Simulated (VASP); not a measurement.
# ZrSi2 (Cmcm) in VASP: relaxation of the atoms with PBE

Aim: the relaxation of the atoms of ZrSi2 with PBE.

All numbers are computed with VASP 6.6.1; they aren't measurements. Logs are shortened: lines on timing, memory, paths and dates and some standing lists are left out, and cuts for length are marked.

**1. The cell of the first run**

It takes space group Cmcm (No. 63, orthorhombic). Conventional cell: a = 3.761 Å, b = 14.771 Å, c = 3.710 Å, α = 90.00°, β = 90.00°, γ = 90.00°. Zr (site symmetry m2m) has 9 Si at 2.70 to 3.68 Å and 6 Zr at 3.64 to 3.76 Å within 3.8 Å. Within 3.2 Å of Si (site symmetry m2m) lie 8 Si at 2.42 to 2.64 Å and 4 Zr at 2.82 to 2.84 Å. Within 3.2 Å of Si (site symmetry m2m) lie 4 Si at 2.42 to 2.44 Å and 4 Zr at 2.70 Å.

**2. Relaxation of the atoms, PBE**

Input file INCAR:

```
SYSTEM = ZrSi2
PREC = Accurate
ENCUT = 520
EDIFF = 1E-6
ISMEAR = 1
SIGMA = 0.1483
LREAL = .False.
LASPH = .True.
NELM = 80
ALGO = Normal
ISIF = 2
LWAVE = .False.
LCHARG = .False.
GGA = PE
IBRION = 2
NSW = 80
EDIFFG = -0.01
```

Input file KPOINTS:

```
regular mesh
0
Gamma
  6 6 6
  0 0 0
```

Input file POSCAR:

```
ZrSi2
1.0
    3.7608730000      0.0000000000      0.0000000000
    1.8804360000     -7.3852620000      0.0000000000
    0.0000000000      0.0000000000     -3.7103230000
Zr Si
2 4
Direct
    0.1060000000      0.7880000000      0.7500000000
    0.8940000000      0.2120000000      0.2500000000
    0.7500000000      0.5000000000      0.7500000000
    0.2500000000      0.5000000000      0.2500000000
    0.3550000000      0.2900000000      0.7500000000
    0.6450000000      0.7100000000      0.2500000000
```

Potentials or basis: VASP PAW PBE potentials, release 64 (Zr_sv, Si).

On the command line:

```sh
$ cat potpaw_PBE.64/Zr_sv/POTCAR potpaw_PBE.64/Si/POTCAR > POTCAR
$ mpirun -np 1 vasp_std > vasp.out
```

OUTCAR:

```text
SYSTEM = ZrSi2
   PREC = Accurate
   ENCUT = 520
   EDIFF = 1E-6
   ISMEAR = 1
   LREAL = .False.
   LASPH = .True.
   NELM = 80
   ISIF = 2
   GGA = PE
   IBRION = 2
   NSW = 80
   EDIFFG = -0.01

 ion  position               nearest neighbor table
   1  0.106  0.788  0.750-   6 2.70   6 2.70   6 2.70   6 2.70   4 2.82   4 2.82   3 2.84   3 2.84
                             2 3.64   2 3.64
   2  0.894  0.212  0.250-   5 2.70   5 2.70   5 2.70   5 2.70   3 2.82   3 2.82   4 2.84   4 2.84
                             1 3.64   1 3.64
   3  0.750  0.500  0.750-   6 2.42   6 2.42   5 2.44   5 2.44   4 2.64   4 2.64   4 2.64   4 2.64
                             2 2.82   2 2.82   1 2.84   1 2.84
   4  0.250  0.500  0.250-   5 2.42   5 2.42   6 2.44   6 2.44   3 2.64   3 2.64   3 2.64   3 2.64
                             1 2.82   1 2.82   2 2.84   2 2.84
   5  0.355  0.290  0.750-   4 2.42   4 2.42   3 2.44   3 2.44   2 2.70   2 2.70   2 2.70   2 2.70

   6  0.645  0.710  0.250-   3 2.42   3 2.42   4 2.44   4 2.44   1 2.70   1 2.70   1 2.70   1 2.70

  LATTYP: Found a base centered orthorhombic cell.
 ALAT       =     3.7608730000
 B/A-ratio  =     3.9274189796
 C/A-ratio  =     0.9865589718

  Lattice vectors:

 A1 = (   1.8804370000,   7.3852620000,   0.0000000000)
 A2 = (   1.8804360000,  -7.3852620000,   0.0000000000)
 A3 = (   0.0000000000,   0.0000000000,  -3.7103230000)

Analysis of symmetry for initial positions (statically):
=====================================================================
 Subroutine PRICEL returns:
 Original cell was already a primitive cell.

 Routine SETGRP: Setting up the symmetry group for a
 base centered orthorhombic supercell.

 Subroutine GETGRP returns: Found  8 space group operations
 (whereof  4 operations were pure point group operations)
 out of a pool of  8 trial point group operations.

The static configuration has the point symmetry C_2h.
 The point group associated with its full space group is D_2h.

Analysis of symmetry for dynamics (positions and initial velocities):
=====================================================================
 Subroutine PRICEL returns:
 Original cell was already a primitive cell.

 Routine SETGRP: Setting up the symmetry group for a
 base centered orthorhombic supercell.

 Subroutine GETGRP returns: Found  8 space group operations
 (whereof  4 operations were pure point group operations)
 out of a pool of  8 trial point group operations.

The dynamic configuration has the point symmetry C_2h.
 The point group associated with its full space group is D_2h.

 Subroutine INISYM returns: Found  8 space group operations
 (whereof  4 operations are pure point group operations),
 and found     1 'primitive' translations

----------------------------------------------------------------------------------------

                                     Primitive cell

  volume of cell :     103.0543

  direct lattice vectors                    reciprocal lattice vectors
     3.760873000  0.000000000  0.000000000     0.265895711  0.067702387  0.000000000
     1.880436000 -7.385262000  0.000000000     0.000000000 -0.135404810  0.000000000
     0.000000000  0.000000000 -3.710323000     0.000000000  0.000000000 -0.269518314

  length of vectors
     3.760873000  7.620901151  3.710323000     0.274379559  0.135404810  0.269518314

  position of ions in fractional coordinates (direct lattice)
     0.106000000  0.788000000  0.750000000
     0.894000000  0.212000000  0.250000000
     0.750000000  0.500000000  0.750000000
     0.250000000  0.500000000  0.250000000
     0.355000000  0.290000000  0.750000000
     0.645000000  0.710000000  0.250000000

  ion indices of the primitive-cell ions
   primitive index   ion index
                 1           1
                 2           2
                 3           3
                 4           4
                 5           5
                 6           6

----------------------------------------------------------------------------------------

 KPOINTS: regular mesh

Automatic generation of k-mesh.
 Grid dimensions read from file:
 generate k-points for:    6    6    6

 Generating k-lattice:

  Cartesian coordinates                     Fractional coordinates (reciprocal lattice)
     0.044315952  0.011283731  0.000000000     0.166666667 -0.000000000  0.000000000
     0.000000000 -0.022567468  0.000000000     0.000000000  0.166666667  0.000000000
     0.000000000  0.000000000 -0.044919719     0.000000000  0.000000000  0.166666667

  Length of vectors
     0.045729926  0.022567468  0.044919719

  Shift w.r.t. Gamma in fractional coordinates (k-lattice)
     0.000000000  0.000000000  0.000000000

 Subroutine IBZKPT returns following result:
 ===========================================

 Found     52 irreducible k-points:

 Following reciprocal coordinates:
            Coordinates               Weight
  0.000000  0.000000  0.000000      1.000000
  0.166667  0.000000  0.000000      4.000000
  0.333333  0.000000  0.000000      4.000000
  0.500000  0.000000  0.000000      2.000000
  0.000000  0.166667  0.000000      2.000000
  0.333333  0.166667  0.000000      2.000000
[... 16 lines left out ...]
  0.000000  0.333333  0.166667      4.000000
 -0.333333  0.333333  0.166667      4.000000
 [... further k-points ...]
   k-points           NKPTS =     52   k-points in BZ     NKDIM =     52   number of bands    NBANDS=     24
   number of dos      NEDOS =    301   number of ions     NIONS =      6
   total plane-waves  NPLWV =  47040
   dimension x,y,z NGX =    28 NGY =   60 NGZ =   28
   dimension x,y,z NGXF=    56 NGYF=  120 NGZF=   56
   ions per type =               2   4
   NGX,Y,Z   is equivalent  to a cutoff of  12.38, 13.09, 12.55 a.u.
   NGXF,Y,Z  is equivalent  to a cutoff of  24.75, 26.18, 25.09 a.u.
 SYSTEM =  ZrSi2
   PREC   = accura    normal or accurate (medium, high low for compatibility)
   ISTART =      0    job   : 0-new  1-cont  2-samecut
   ICHARG =      2    charge: 1-file 2-atom 10-const
   ISPIN  =      1    spin polarized calculation?
   LNONCOLLINEAR =      F non collinear calculations
   LSORBIT =      F    spin-orbit coupling
   LASPH  =      T    aspherical Exc in radial PAW
   ENCUT  =  520.0 eV  38.22 Ry    6.18 a.u.   6.99 14.17  6.90*2*pi/ulx,y,z
   NELM   =     80;   NELMIN=  2; NELMDL= -5     # of ELM steps
   EDIFF  = 0.1E-05   stopping-criterion for ELM
   LREAL  =      F    real-space projection
   EDIFFG = -.1E-01   stopping-criterion for IOM
   NSW    =     80    number of steps for IOM
   IBRION =      2    ionic relax: 0-MD 1-quasi-New 2-CG
   NFREE  =      1    steps in history (QN), initial steepest desc. (CG)
   ISIF   =      2    stress and relaxation
   ISYM   =      2    0-nonsym 1-usesym 2-fastsym
   POTIM  = 0.5000    time-step for ionic-motion
   TEBEG  =    0.0;   TEEND  =   0.0 temperature during run
   PSTRESS=    0.0 pullay stress
   NELECT =      40.0000    total number of electrons
   NUPDOWN=      -1.0000    fix difference up-down
   EMIN   =  10.00;   EMAX   =-10.00  energy-range for DOS
   EFERMI =   0.00;   METHOD = LEGACY
   ISMEAR =     1;   SIGMA  =   0.15  broadening in eV -4-tet -1-fermi 0-gaus
   EFERMI_NEDOS =   21; number of points for ismear=-14 and -15
   IALGO  =     38    algorithm
   IMIX   =      4    mixing-type and parameters
     AMIX     =   0.40;   BMIX     =  1.00
     AMIX_MAG =   1.60;   BMIX_MAG =  1.00
  volume/ion in A,a.u.               =      17.18       115.91
  Fermi-wavevector in a.u.,A,eV,Ry     =   1.194188  2.256688 19.403067  1.426085
  Thomas-Fermi vector in A             =   2.330184
   LORBIT       =      0    0 simple, 1 ext, 2 COOP (PROOUT), +10 PAW based schemes
   GGA     = PE    functional components
   LHFCALC =     F    Hartree Fock is set to
   AEXX    =    0.0000 exact exchange contribution
   IVDW    =     0    specifies the selected vdW correction
   LEPSILON=     F    determine dielectric tensor
   LRPA    =     F    only Hartree local field effects (RPA)
 conjugate gradient relaxation of ions
 non-spin polarized calculation
 Methfessel and Paxton  Order N= 1 SIGMA  =   0.15
  energy-cutoff  :      520.00
  volume of cell :      103.05
 maximum number of plane-waves:      2792
   NGX = 13   NGY = 29   NGZ = 13

--------------------------------------- Ionic step        1  -------------------------------------------

 number of electron      39.9999999 magnetization

 Free energy of the ion-electron system (eV)
  ---------------------------------------------------
  ext. energy  EPLUGINS =         0.00000000
  ---------------------------------------------------
  free energy    TOTEN  =       -38.05619508 eV

  energy without entropy =      -38.05438844  energy(sigma->0) =      -38.05559287

------------------------ aborting loop because EDIFF is reached ----------------------------------------

  FORCE on cell =-STRESS in cart. coord.  units (eV):
  Direction    XX          YY          ZZ          XY          YZ          ZX
  --------------------------------------------------------------------------------------
  -------------------------------------------------------------------------------------
  Total        6.0284479      1.9886204      6.2786160      0.0000001      0.0000000      0.0000000
  in kB       93.7237810     30.9169166     97.6131240      0.0000021      0.0000000      0.0000000
  external PRESSURE =      74.0846072 kB  Pullay stress =       0.0000000 kB
[... 101 lines left out ...]
  FREE ENERGIE OF THE ION-ELECTRON SYSTEM (eV)
  ---------------------------------------------------
  free  energy   TOTEN  =       -40.0737089246 eV

  energy  without entropy=      -40.0747716411  energy(sigma->0) =      -40.07406316

[... ionic steps 4 to 11 ...]

--------------------------------------- Ionic step       12  -------------------------------------------

 number of electron      39.9999999 magnetization

------------------------ aborting loop because EDIFF is reached ----------------------------------------

  FORCE on cell =-STRESS in cart. coord.  units (eV):
  Direction    XX          YY          ZZ          XY          YZ          ZX
  --------------------------------------------------------------------------------------
  -------------------------------------------------------------------------------------
  Total       -2.0590849     -0.9796778     -2.2959235     -0.0000001      0.0000000      0.0000000
  in kB      -32.0124232    -15.2309703    -35.6945323     -0.0000010      0.0000000      0.0000000
  external PRESSURE =     -27.6459752 kB  Pullay stress =       0.0000000 kB
[... 65 lines left out ...]
  energy  without entropy=      -42.6885200145  energy(sigma->0) =      -42.68733802

--------------------------------------- Ionic step       14  -------------------------------------------

 number of electron      39.9999999 magnetization

 Free energy of the ion-electron system (eV)
  ---------------------------------------------------
  ext. energy  EPLUGINS =         0.00000000
  ---------------------------------------------------
  free energy    TOTEN  =       -42.68677312 eV

  energy without entropy =      -42.68874765  energy(sigma->0) =      -42.68743130

 E-fermi :   9.7655     XC(G=0): -11.1564

 val. band max:        9.7625925196   @ k =   0.0000   0.5000   0.5000
 cond. band min:       9.7740822978   @ k =   0.0000   0.3333   0.5000
 fundamental gap:      0.0114897782
 Fermi energy:         9.7655039763

 k-point     1 :       0.0000    0.0000    0.0000
  band No.  band energies     occupation
      1     -39.1545      2.00000
      2     -39.1423      2.00000
      3     -17.3599      2.00000
      4     -17.2403      2.00000
      5     -17.2184      2.00000
      6     -17.2031      2.00000
[... 637 lines left out ...]
     23      10.9929     -0.00000
     24      11.6302     -0.00000

 [... further k-points ...]

------------------------ aborting loop because EDIFF is reached ----------------------------------------

  FORCE on cell =-STRESS in cart. coord.  units (eV):
  Direction    XX          YY          ZZ          XY          YZ          ZX
  --------------------------------------------------------------------------------------
  -------------------------------------------------------------------------------------
  Total       -2.0524511     -1.0253697     -2.2888949     -0.0000001      0.0000000      0.0000000
  in kB      -31.9092872    -15.9413380    -35.5852601     -0.0000011      0.0000000      0.0000000
  external PRESSURE =     -27.8119618 kB  Pullay stress =       0.0000000 kB
[... 21 lines left out ...]
  FREE ENERGIE OF THE ION-ELECTRON SYSTEM (eV)
  ---------------------------------------------------
  free  energy   TOTEN  =       -42.6867731214 eV

  energy  without entropy=      -42.6887476492  energy(sigma->0) =      -42.68743130

 reached required accuracy - stopping structural energy minimisation
```

Wall time 14 min (1 thread of Oxide Virtual Turin-like, shared host); peak memory 0.24 GiB.

Results:

```yaml
Free_energy: -42.6868 eV
Pressure_after_relaxing: -2.8 GPa
Largest_force_after_relaxing: 0.009 eV/Å
Band_gap_on_the_k_mesh: zero (bands 20 and 21 overlap by 0.76 eV)
```

Forces on the atoms (eV/Å):
```
Zr   0.000  0.007  0.000
Zr   0.000 -0.007  0.000
Si   0.000  0.001  0.000
Si   0.000 -0.001  0.000
Si   0.000  0.009  0.000
Si   0.000 -0.009  0.000
```

Stress tensor (GPa, compression positive):
```
-3.19  0.00  0.00
 0.00 -1.59  0.00
 0.00  0.00 -3.56
```

Final structure:
```
Zr Si
1.0
     3.76087    0.00000    0.00000
     1.88044   -7.38526    0.00000
     0.00000    0.00000   -3.71032
Zr Si
2 4
Direct
  0.10475 0.79051 0.75000
  0.89525 0.20949 0.25000
  0.75002 0.49996 0.75000
  0.24998 0.50004 0.25000
  0.44651 0.10699 0.75000
  0.55349 0.89301 0.25000
```
